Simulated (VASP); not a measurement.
# LiCl (I4/mmm) in VASP: electric field gradients with PBE

Aim: the electric field gradients of LiCl with PBE.

Program: VASP 6.6.1. These are calculated values, not measurements. Logs are shortened: lines on timing, memory, paths and dates and some standing lists are left out, and cuts for length are marked.

**1. The cell of the first run**

Symmetry: I4/mmm, No. 139, tetragonal system. Conventional cell: a = 3.772 Å, b = 3.772 Å, c = 5.130 Å, α = 90.00°, β = 90.00°, γ = 90.00°. Within 3.4 Å of Li (site symmetry 4/mmm) lie 6 Cl at 2.56 to 2.67 Å. Cl (site symmetry 4/mmm) has 6 Li at 2.56 to 2.67 Å within 3.4 Å.

**2. Electric field gradients, PBE (x and y stretched by +4 %, z held)**

File INCAR:

```
SYSTEM = LiCl
ALGO = Normal
EDIFF = 1E-8
ENCUT = 520
GGA = PE
ISIF = 2
ISMEAR = -1
LASPH = .TRUE.
LCHARG = .FALSE.
LEFG = .TRUE.
LREAL = .FALSE.
LWAVE = .FALSE.
NBANDS = 12
NELM = 60
PREC = Accurate
SIGMA = 0.03
```

File KPOINTS:

```
k-points
0
G
  9 9 9
  0 0 0
```

File POSCAR:

```
LiCl
1.0
    0.0000000000      2.6673504000      2.5647600000
    2.6673504000      0.0000000000      2.5647600000
    2.6673504000      2.6673504000      0.0000000000
Li Cl
1 1
Direct
    0.0000000000      0.0000000000      0.0000000000
    0.5000000000      0.5000000000      0.5000000000
```

Potentials or basis: VASP PAW PBE potentials, release 64 (Li_sv, Cl).

On the command line:

```bash
$ cat potpaw_PBE.64/Li_sv/POTCAR potpaw_PBE.64/Cl/POTCAR > POTCAR
$ mpirun -np 1 vasp_std > vasp.out
```

OUTCAR:

```text
SYSTEM = LiCl
   EDIFF = 1E-8
   ENCUT = 520
   GGA = PE
   ISIF = 2
   ISMEAR = -1
   LASPH = .TRUE.
   LREAL = .FALSE.
   NELM = 60
   PREC = Accurate

 ion  position               nearest neighbor table
   1  0.000  0.000  0.000-   2 2.56   2 2.56
   2  0.500  0.500  0.500-   1 2.56   1 2.56

  LATTYP: Found a body centered tetragonal cell.
 ALAT       =     3.7722031113
 C/A-ratio  =     1.3598207331

  Lattice vectors:

 A1 = (   0.0000000000,  -2.6673504000,  -2.5647600000)
 A2 = (   0.0000000000,   2.6673504000,  -2.5647600000)
 A3 = (   2.6673504000,   0.0000000000,   2.5647600000)

Analysis of symmetry for initial positions (statically):
=====================================================================
 Subroutine PRICEL returns:
 Original cell was already a primitive cell.

 Routine SETGRP: Setting up the symmetry group for a
 body centered tetragonal supercell.

 Subroutine GETGRP returns: Found 16 space group operations
 (whereof 16 operations were pure point group operations)
 out of a pool of 16 trial point group operations.

The static configuration has the point symmetry D_4h.

Analysis of symmetry for dynamics (positions and initial velocities):
=====================================================================
 Subroutine PRICEL returns:
 Original cell was already a primitive cell.

 Routine SETGRP: Setting up the symmetry group for a
 body centered tetragonal supercell.

 Subroutine GETGRP returns: Found 16 space group operations
 (whereof 16 operations were pure point group operations)
 out of a pool of 16 trial point group operations.

The dynamic configuration has the point symmetry D_4h.

 Subroutine INISYM returns: Found 16 space group operations
 (whereof 16 operations are pure point group operations),
 and found     1 'primitive' translations

----------------------------------------------------------------------------------------

                                     Primitive cell

  volume of cell :      36.4953

  direct lattice vectors                    reciprocal lattice vectors
     0.000000000  2.667350400  2.564760000    -0.187451937  0.187451937  0.194950015
     2.667350400  0.000000000  2.564760000     0.187451937 -0.187451937  0.194950015
     2.667350400  2.667350400  0.000000000     0.187451937  0.187451937 -0.194950015

  length of vectors
     3.700371875  3.700371875  3.772203111     0.329062252  0.329062252  0.329062252

  position of ions in fractional coordinates (direct lattice)
     0.000000000  0.000000000  0.000000000
     0.500000000  0.500000000  0.500000000

  ion indices of the primitive-cell ions
   primitive index   ion index
                 1           1
                 2           2

----------------------------------------------------------------------------------------

 KPOINTS: k-points

Automatic generation of k-mesh.
 Grid dimensions read from file:
 generate k-points for:    9    9    9

 Generating k-lattice:

  Cartesian coordinates                     Fractional coordinates (reciprocal lattice)
    -0.020827993  0.020827993  0.021661113     0.111111111  0.000000000  0.000000000
     0.020827993 -0.020827993  0.021661113     0.000000000  0.111111111  0.000000000
     0.020827993  0.020827993 -0.021661113    -0.000000000 -0.000000000  0.111111111

  Length of vectors
     0.036562472  0.036562472  0.036562472

  Shift w.r.t. Gamma in fractional coordinates (k-lattice)
     0.000000000  0.000000000  0.000000000

 Subroutine IBZKPT returns following result:
 ===========================================

 Found     75 irreducible k-points:

 Following reciprocal coordinates:
            Coordinates               Weight
  0.000000  0.000000  0.000000      1.000000
  0.111111 -0.000000  0.000000      8.000000
  0.222222 -0.000000  0.000000      8.000000
  0.333333 -0.000000  0.000000      8.000000
  0.444444 -0.000000  0.000000      8.000000
  0.111111  0.111111  0.000000      2.000000
[... 16 lines left out ...]
 -0.333333  0.333333  0.000000      4.000000
  0.444444  0.444444  0.000000      2.000000
 [... further k-points ...]
   k-points           NKPTS =     75   k-points in BZ     NKDIM =     75   number of bands    NBANDS=     12
   number of dos      NEDOS =    301   number of ions     NIONS =      2
   total plane-waves  NPLWV =  21952
   dimension x,y,z NGX =    28 NGY =   28 NGZ =   28
   dimension x,y,z NGXF=    56 NGYF=   56 NGZF=   56
   ions per type =               1   1
   NGX,Y,Z   is equivalent  to a cutoff of  12.58, 12.58, 12.34 a.u.
   NGXF,Y,Z  is equivalent  to a cutoff of  25.16, 25.16, 24.68 a.u.
 SYSTEM =  LiCl
   PREC   = accura    normal or accurate (medium, high low for compatibility)
   ISTART =      0    job   : 0-new  1-cont  2-samecut
   ICHARG =      2    charge: 1-file 2-atom 10-const
   ISPIN  =      1    spin polarized calculation?
   LNONCOLLINEAR =      F non collinear calculations
   LSORBIT =      F    spin-orbit coupling
   LASPH  =      T    aspherical Exc in radial PAW
   ENCUT  =  520.0 eV  38.22 Ry    6.18 a.u.   6.88  6.88  7.01*2*pi/ulx,y,z
   NELM   =     60;   NELMIN=  2; NELMDL= -5     # of ELM steps
   EDIFF  = 0.1E-07   stopping-criterion for ELM
   LREAL  =      F    real-space projection
   EDIFFG = 0.1E-06   stopping-criterion for IOM
   NSW    =      0    number of steps for IOM
   IBRION =     -1    ionic relax: 0-MD 1-quasi-New 2-CG
   NFREE  =      0    steps in history (QN), initial steepest desc. (CG)
   ISIF   =      2    stress and relaxation
   ISYM   =      2    0-nonsym 1-usesym 2-fastsym
   POTIM  = 0.5000    time-step for ionic-motion
   TEBEG  =    0.0;   TEEND  =   0.0 temperature during run
   PSTRESS=    0.0 pullay stress
   NELECT =      10.0000    total number of electrons
   NUPDOWN=      -1.0000    fix difference up-down
   EMIN   =  10.00;   EMAX   =-10.00  energy-range for DOS
   EFERMI =   0.00;   METHOD = LEGACY
   ISMEAR =    -1;   SIGMA  =   0.03  broadening in eV -4-tet -1-fermi 0-gaus
   EFERMI_NEDOS =   21; number of points for ismear=-14 and -15
   IALGO  =     38    algorithm
   IMIX   =      4    mixing-type and parameters
     AMIX     =   0.40;   BMIX     =  1.00
     AMIX_MAG =   1.60;   BMIX_MAG =  1.00
  volume/ion in A,a.u.               =      18.25       123.14
  Fermi-wavevector in a.u.,A,eV,Ry     =   1.063316  2.009377 15.383317  1.130642
  Thomas-Fermi vector in A             =   2.198797
   LORBIT       =      0    0 simple, 1 ext, 2 COOP (PROOUT), +10 PAW based schemes
   GGA     = PE    functional components
   LHFCALC =     F    Hartree Fock is set to
   AEXX    =    0.0000 exact exchange contribution
   IVDW    =     0    specifies the selected vdW correction
   LEPSILON=     F    determine dielectric tensor
   LRPA    =     F    only Hartree local field effects (RPA)
 non-spin polarized calculation
  energy-cutoff  :      520.00
  volume of cell :       36.50
 maximum number of plane-waves:       998
   NGX = 13   NGY = 13   NGZ = 13

 number of electron      10.0000000 magnetization

 Free energy of the ion-electron system (eV)
  ---------------------------------------------------
  ext. energy  EPLUGINS =         0.00000000
  ---------------------------------------------------
  free energy    TOTEN  =        -7.36975369 eV

  energy without entropy =       -7.36975369  energy(sigma->0) =       -7.36975369

 E-fermi :   0.7212     XC(G=0):  -8.3944

 val. band max:        0.0528480423   @ k =   0.0000   0.0000   0.0000
 cond. band min:       5.9360216043   @ k =   0.0000   0.0000   0.0000
 fundamental gap:      5.8831735620
 Fermi energy:         0.7212125552

 k-point     1 :       0.0000    0.0000    0.0000
  band No.  band energies     occupation
      1     -43.6510      2.00000
      2     -13.1222      2.00000
      3      -0.0590      2.00000
      4       0.0528      2.00000
      5       0.0528      2.00000
      6       5.9360      0.00000
      7      11.7843      0.00000
      8      11.7844      0.00000
      9      12.1047      0.00000
     10      13.8406      0.00000
     11      13.8406      0.00000
     12      14.1487      0.00000
[... 331 lines left out ...]
 k-point    24 :       0.4444    0.4444    0.0000
  band No.  band energies     occupation
      1     -43.6487      2.00000
      2     -12.4432      2.00000
      3      -2.4683      2.00000
      4      -0.9861      2.00000
      5      -0.9861      2.00000
      6       7.7567      0.00000
      7       8.3624      0.00000
      8      11.8856      0.00000
      9      13.2309      0.00000
     10      13.2309      0.00000
     11      16.5979      0.00000
     12      18.3248      0.00000

 [... further k-points ...]
[... 5 lines left out ...]
  --------------------------------------------------------------------------------------
  -------------------------------------------------------------------------------------
  Total       -0.4753529     -0.4753529     -0.3088080      0.0000000     -0.0000000     -0.0000000
  in kB      -20.8684328    -20.8684328    -13.5569574      0.0000000     -0.0000000     -0.0000000
  external PRESSURE =     -18.4312743 kB  Pullay stress =       0.0000000 kB

 VOLUME and BASIS-vectors are now :
 -----------------------------------------------------------------------------
  energy-cutoff  :      520.00
  volume of cell :       36.50
      direct lattice vectors                 reciprocal lattice vectors
     0.000000000  2.667350400  2.564760000    -0.187451937  0.187451937  0.194950015
     2.667350400  0.000000000  2.564760000     0.187451937 -0.187451937  0.194950015
     2.667350400  2.667350400  0.000000000     0.187451937  0.187451937 -0.194950015

 POSITION                                       TOTAL-FORCE (eV/Angst)
 -----------------------------------------------------------------------------------
      0.00000      0.00000      0.00000        -0.000000      0.000000      0.000000
      2.66735      2.66735      2.56476         0.000000     -0.000000      0.000000
 -----------------------------------------------------------------------------------
    total drift:                                0.000000      0.000000      0.000000

  FREE ENERGIE OF THE ION-ELECTRON SYSTEM (eV)
  ---------------------------------------------------
  free  energy   TOTEN  =        -7.3697536900 eV

  energy  without entropy=       -7.3697536900  energy(sigma->0) =       -7.36975369

 Electric field gradients (V/A^2)
---------------------------------------------------------------------
 ion       V_xx      V_yy      V_zz      V_xy      V_xz      V_yz
---------------------------------------------------------------------
   1       0.095     0.095    -0.189     0.004     0.007     0.007
   2      -1.256    -1.256     2.513     0.000    -0.000    -0.000
---------------------------------------------------------------------

 Electric field gradients after diagonalization (V/A^2)
 (convention: |V_zz| > |V_xx| > |V_yy|)
----------------------------------------------------------------------
 ion       V_xx      V_yy      V_zz     asymmetry (V_yy - V_xx)/ V_zz
----------------------------------------------------------------------
   1       0.099     0.091    -0.190       0.041
   2      -1.256    -1.256     2.513       0.000
----------------------------------------------------------------------

           NMR quadrupolar parameters

 Cq : quadrupolar parameter    Cq=e*Q*V_zz/h
 eta: asymmetry parameters     (V_yy - V_xx)/ V_zz
 Q  : nuclear electric quadrupole moment in mb (millibarn)
----------------------------------------------------------------------
 ion       Cq(MHz)       eta       Q (mb)
----------------------------------------------------------------------
   1      -0.000       0.041       1.000
   2       0.006       0.000       1.000
----------------------------------------------------------------------
```

It took 54 s on 1 thread of Intel Xeon Platinum 8488C (Sapphire Rapids), shared host; peak memory 0.16 GiB.

What came out:

```
Free energy            : -7.3698 eV
Band gap on the k mesh : 5.88 eV, direct
```

Levels at points of the mesh, in eV from the valence-band top:
```tsv
k point	band 1	band 2	band 3	band 4	band 5	band 6	band 7	band 8	band 9	band 10
(0.00, 0.00, 0.00)	-43.70	-13.17	-0.11	0.00	0.00	5.88	11.73	11.73	12.05	13.79
```

Electric field gradients, principal values (V/Å²):
```tsv
atom	least	middle	greatest (by size)
1 Li	0.091	0.099	-0.190
2 Cl	-1.256	-1.256	2.513
```

Caveat: the cell differs from its parent crystal (x and y stretched by +4 %, z held); the cutoff is under 1.25 times the usual one of these potentials, so pressure, stress and relaxed cells hold a basis-set (Pulay) error; without QUAD_EFG the Cq values of the log hold for a quadrupole moment of 1 mb, not for the nuclei.
